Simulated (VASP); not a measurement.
PbF2: single point with PBE

The system is PbF2.

```xyz
3
Lattice="0.0000 2.9458 2.9458 2.9458 0.0000 2.9458 2.9458 2.9458 0.0000" Properties=species:S:1:pos:R:3 pbc="T T T"
Pb    0.0000    0.0000    0.0000
F     1.4729    1.4729    1.4729
F     4.4187    4.4187    4.4187
```

```
Program                : VASP 6.6.1
Task                   : single point
Functional             : PBE
Potentials or basis    : VASP PAW PBE potentials, release 64 (Pb_d, F)
Cutoff                 : 520 eV
k mesh                 : 6 × 6 × 6
Occupations            : gaussian, width 0.01 eV
Spin                   : no spin polarisation
Dipole correction      : no
Further INCAR settings : ALGO = Normal; EDIFF = 1e-06; NBANDS = 21
```

- Pressure: 4.0 GPa
- Band gap on the k mesh: 4.44 eV (least direct gap 4.56 eV)

Levels at points of the mesh, in eV from the valence-band top:
| k point | band 10 | band 11 | band 12 | band 13 | band 14 | band 15 | band 16 | band 17 | band 18 | band 19 |
| --- | --- | --- | --- | --- | --- | --- | --- | --- | --- | --- |
| (0.00, 0.00, 0.00) | -2.57 | -2.57 | -2.07 | -2.07 | -2.07 | 6.82 | 6.82 | 6.82 | 10.71 | 15.21 |
| (0.50, 0.00, 0.00) | -2.79 | -2.79 | -2.24 | -2.24 | -0.02 | 5.05 | 7.75 | 7.75 | 13.27 | 13.80 |
| (0.50, 0.50, 0.00) | -3.69 | -1.64 | -1.63 | -1.63 | -0.12 | 4.44 | 7.99 | 7.99 | 8.94 | 14.30 |

Wall time 22 s on 1 thread of AMD EPYC 7R43 64-Core Processor (Zen 3), with other jobs on the host, peak memory 0.14 GiB.

Caveat: the cell stands under pressure; spin-orbit coupling is left out, which moves the levels of the heavy elements. A k mesh can miss the band edges.
